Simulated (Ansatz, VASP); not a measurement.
**Two plane-wave programs on Ir**

INCAR

```
PREC = Accurate ; ENCUT = 520
EDIFF = 1E-6 ; ISMEAR = 0
SIGMA = 0.1 ; LREAL = False
LASPH = True ; NELM = 150
ALGO = Fast ; ISIF = 2
LWAVE = False ; LCHARG = False
ISPIN = 2 ; MAGMOM = 1
LORBIT = 11 ; LMAXMIX = 4
GGA = PE ; NBANDS = 14
```

The input KPOINTS:

```
regular mesh
0
Gamma
  6 6 6
```

File POSCAR:

```
Ir
1.0
    2.5791141435      0.0000000000      0.0000000000
    0.0000000000      2.5791141435      0.0000000000
    0.0000000000      0.0000000000      2.5791141435
Ir
1
Direct
    0.0000000000      0.0000000000      0.0000000000
```

Input for Ansatz:

```yaml
crystal:
  lattice:
    - [2.5791141435, 0.0, 0.0]
    - [0.0, 2.5791141435, 0.0]
    - [0.0, 0.0, 2.5791141435]
  atoms:
    - { symbol: Ir, position: [0.0, 0.0, 0.0], spin: 1.0 }
basis:
  ecutwfc: 420
kpoints:
  mp_grid: { grid: [6, 6, 6] }
hamiltonian:
  xc: pbe
scf:
  occupations: { method: gaussian, width: 0.1 }
  lower_state_search: "off"
output:
  forces: true
  stress: true
  eigenvalues: true
  populations: true
magnetization:
  spin_polarized: true
```

Alike in both runs: task single point; functional PBE; k mesh 6 × 6 × 6; occupations gaussian, width 0.1 eV; collinear spin.

|  | VASP | Ansatz |
| --- | --- | --- |
| version | VASP 6.6.1 | Ansatz 0.2.0 |
| potentials or method | VASP PAW PBE potentials, release 64 (Ir), cutoff 520 eV | scalar-relativistic, plane waves, PAW |
| valence electrons in the cell | 9 | 17 |

```csv
,VASP,Ansatz,Ansatz less VASP
gap on the k mesh at the Fermi level (eV),none,none,-
pressure (GPa),0.1,-0.1,-0.16
net moment per atom (μB),0.00,0.00,0.000
```

A gap of «none» marks a metal or a gap that the smearing closes. VASP's potentials hold 9 valence electrons a cell and Ansatz's 17, so a difference there can come from the potentials and not from the codes. Ansatz's warnings: seeded moment not kept.

The k mesh is coarse, so the values compare programs but aren't converged. Neither program's run includes spin-orbit coupling.
